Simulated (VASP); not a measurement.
Write the native input for VASP 6.6.1 that does the following.

```yaml
Task: relaxation of cell and atoms
Functional: PBE
Potentials_or_basis: VASP PAW PBE potentials, release 64 (Te, Pb_d)
Cutoff: 600 eV
k_mesh: 6 × 6 × 8
Occupations: gaussian, width 0.1 eV
Spin: no spin polarisation
Dipole_correction: no
Further_INCAR_settings: ALGO = Normal; EDIFF = 1e-06; IBRION = 2; EDIFFG = -0.01; NSW = 100; ISIF = 3
```

The structure of Te3Pb lies in POSCAR:

```
Te3Pb
1.0
    7.1721688400      0.0000000000      0.0000000000
   -3.5860844200      6.2112804200      0.0000000000
    0.0000000000      0.0000000000      5.6277590400
Te Pb
6 2
Direct
    0.1697297200      0.3394594500      0.2500000000
    0.6605405500      0.8302702800      0.2500000000
    0.1697297200      0.8302702800      0.2500000000
    0.8302702800      0.6605405500      0.7500000000
    0.3394594500      0.1697297200      0.7500000000
    0.8302702800      0.1697297200      0.7500000000
    0.3333333300      0.6666666700      0.7500000000
    0.6666666700      0.3333333300      0.2500000000
```

The cell was generated, and may not be a known phase.

The input as run:

INCAR

```
SYSTEM = Te3Pb
PREC     = Accurate       ! precision mode
ENCUT    = 600            ! plane-wave cutoff, eV
EDIFF    = 1E-6           ! SCF threshold, eV
ISMEAR   = 0              ! smearing method
SIGMA    = 0.1            ! smearing width, eV
LREAL    = .FALSE.        ! projectors in reciprocal space
LASPH    = .TRUE.         ! aspherical terms in the spheres
NELM     = 60             ! most SCF steps
ALGO     = Normal         ! electronic algorithm
ISIF     = 3              ! what is computed and relaxed
LWAVE    = .FALSE.        ! write WAVECAR
LCHARG   = .FALSE.        ! write CHGCAR
GGA      = PE             ! functional
IBRION   = 2              ! ionic algorithm
NSW      = 100            ! ionic steps
EDIFFG   = -0.01          ! ionic threshold
```

KPOINTS

```
Automatic mesh
0
G
  6 6 8
  0 0 0
```

Potentials or basis: VASP PAW PBE potentials, release 64 (Te, Pb_d).

Launch:

```console
$ cat potpaw_PBE.64/Te/POTCAR potpaw_PBE.64/Pb_d/POTCAR > POTCAR
$ mpirun -np 1 vasp_std > vasp.out
```

It gave:

| Item | Value |
| --- | --- |
| Relaxed volume | 30.74 Å³/atom |
| Relaxed cell | a = 6.878 Å, b = 6.878 Å, c = 6.002 Å, α = 90.00°, β = 90.00°, γ = 120.00° |
| Space group after relaxing (to 0.1 Å) | P6_3/mmc (No. 194) |
| Energy gained by relaxing | 24.7 meV/atom |
| Ionic steps | 19 |
| Pressure after relaxing | 0.0 GPa |
| Largest force after relaxing | 0.005 eV/Å |
| Band gap on the k mesh | zero (bands 32 and 33 overlap by 1.84 eV) |

Caveat: spin-orbit coupling is left out, which moves the levels of the heavy elements.

Run time: 39 min on 1 thread of Intel(R) Xeon(R) 6975P-C (Granite Rapids), with other jobs on the host, peak memory 0.68 GiB.
